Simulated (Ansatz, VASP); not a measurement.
## GeSe5: VASP beside Ansatz

The input INCAR:

```
SYSTEM = GeSe5
  PREC = Accurate
  ENCUT = 600
  EDIFF = 1E-7
  ISMEAR = 0
  SIGMA = 0.2
  LREAL = .FALSE.
  LASPH = .TRUE.
  NELM = 60
  ALGO = Normal
  ISIF = 3
  LWAVE = .FALSE.
  LCHARG = .FALSE.
  GGA = PE
  IBRION = 2
  NSW = 36
  EDIFFG = -0.08
```

KPOINTS

```
regular mesh
0
G
  5 5 2
  0 0 0
```

File POSCAR:

```
GeSe5
1.0
    3.7500000000      0.0000000000      0.0000000000
   -1.8750000000      3.2475952600      0.0000000000
    0.0000000000      0.0000000000     12.6000000000
Ge Se
1 5
Direct
    0.0000000000      0.0000000000      0.0000000000
    0.6666666700      0.3333333300      0.8900000000
    0.3333333300      0.6666666700      0.1100000000
    0.3333333300      0.6666666700      0.6900000000
    0.0000000000      0.0000000000      0.5000000000
    0.6666666700      0.3333333300      0.3100000000
```

Input for Ansatz:

```yaml
crystal:
  lattice:
    - [3.75, 0.0, 0.0]
    - [-1.875, 3.24759526, 0.0]
    - [0.0, 0.0, 12.6]
  atoms:
    - { symbol: Ge, position: [0.0, 0.0, 0.0] }
    - { symbol: Se, position: [0.66666667, 0.33333333, 0.89] }
    - { symbol: Se, position: [0.33333333, 0.66666667, 0.11] }
    - { symbol: Se, position: [0.33333333, 0.66666667, 0.69] }
    - { symbol: Se, position: [0.0, 0.0, 0.5] }
    - { symbol: Se, position: [0.66666667, 0.33333333, 0.31] }
basis:
  ecutwfc: 420
kpoints:
  mp_grid: { grid: [5, 5, 2] }
hamiltonian:
  xc: pbe
scf:
  occupations: { method: gaussian, width: 0.2 }
  lower_state_search: "off"
output:
  forces: true
  stress: true
  eigenvalues: true
relax:
  adjacent_minimum: "off"
  f_tol: 0.08
  max_steps: 16
  cell: { stress_tol: 0.8 }
```

Alike in both runs: task relaxation of cell and atoms; functional PBE; k mesh 5 × 5 × 2; occupations gaussian, width 0.2 eV; no spin polarisation.

```csv
,VASP,Ansatz
version,VASP 6.6.1,Ansatz 0.2.0
potentials or method,"VASP PAW PBE potentials, release 64 (Ge_d, Se), cutoff 600 eV","scalar-relativistic, plane waves, PAW"
valence electrons in the cell,44,94
```

```tsv
	VASP	Ansatz	Ansatz less VASP
gap on the k mesh at the Fermi level, each at its own relaxed structure (eV)	none	none	-
relaxed volume (Å³/atom)	22.47	22.98	+0.503
relaxed cell length with the largest relative difference (Å)	10.559	11.462	+0.9031
```

A gap of «none» marks a metal or a gap that the smearing closes. One of these differences is far larger than is usual between the two programs; its cause wasn't traced. VASP's potentials hold 44 valence electrons a cell and Ansatz's 94, so a difference there can come from the potentials and not from the codes.

The k mesh is coarse, so the values compare programs but aren't converged.
